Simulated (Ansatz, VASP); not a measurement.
## One calculation of Ag, two programs

Contents of INCAR:

```
SYSTEM = Ag
  ALGO = Normal
  EDIFF = 1E-8
  ENCUT = 520
  ISIF = 2
  ISMEAR = -1
  LASPH = .TRUE.
  LCHARG = .FALSE.
  LEFG = .TRUE.
  LREAL = .FALSE.
  LWAVE = .FALSE.
  NBANDS = 18
  NELM = 80
  PREC = Accurate
  SIGMA = 0.05
```

The input KPOINTS:

```
k-points
0
G
  14 14 8
  0 0 0
```

POSCAR

```
Ag
1.0
    2.9299980804      0.0000000000      0.0000000000
   -1.4649990402      2.5374527707      0.0000000000
    0.0000000000      0.0000000000      4.7421000000
Ag
2
Direct
    0.3333333333      0.6666666667      0.2500000000
    0.6666666667      0.3333333333      0.7500000000
```

Input for Ansatz:

```yaml
crystal:
  lattice:
    - [2.9299980804, 0.0, 0.0]
    - [-1.4649990402, 2.5374527707, 0.0]
    - [0.0, 0.0, 4.7421]
  atoms:
    - { symbol: Ag, position: [0.3333333333, 0.6666666667, 0.25] }
    - { symbol: Ag, position: [0.6666666667, 0.3333333333, 0.75] }
kpoints:
  mp_grid: { grid: [14, 14, 8] }
scf:
  occupations: { method: fermi_dirac, width: 0.05 }
hamiltonian:
  xc: lda
  pseudopotentials: { kind: paw }
output:
  forces: true
  stress: true
  eigenvalues: true
  efg: { contact_densities: true }
```

Change from the starting cell: zz strain of -1 %, PAW files.

Alike in both runs: task electric field gradients; functional LDA; k mesh 14 × 14 × 8; occupations fermi-dirac, width 0.05 eV; no spin polarisation.

|  | VASP | Ansatz |
| --- | --- | --- |
| version | VASP 6.6.1 | Ansatz 0.2.0 |
| potentials or method | VASP PAW LDA potentials, release 64 (Ag) | PAW with Ansatz's default frozen-core files, scalar-relativistic |
| plane-wave cutoff (eV) | 520 | 420 |
| valence electrons in the cell | 22 | 38 |

Ansatz gave:

| Quantity | Value |
| --- | --- |
| pressure (GPa) | -9.8 |
| traceless stress, the component that is largest in VASP (GPa) | 0.29 |
| size of Vzz on the site where it differs most (V/Å²) | 3.2 |

Task: What did VASP give for the same quantities?

Result: Pressure (GPa): -9.7; traceless stress, the component that is largest in VASP (GPa): 0.28; size of Vzz on the site where it differs most (V/Å²): 2.0.

LDA's correlation is that of Perdew and Zunger in VASP and of Perdew and Wang (1992) in Ansatz. VASP's potentials hold 22 valence electrons a cell and Ansatz's 38, so a difference there can come from the potentials and not from the codes.
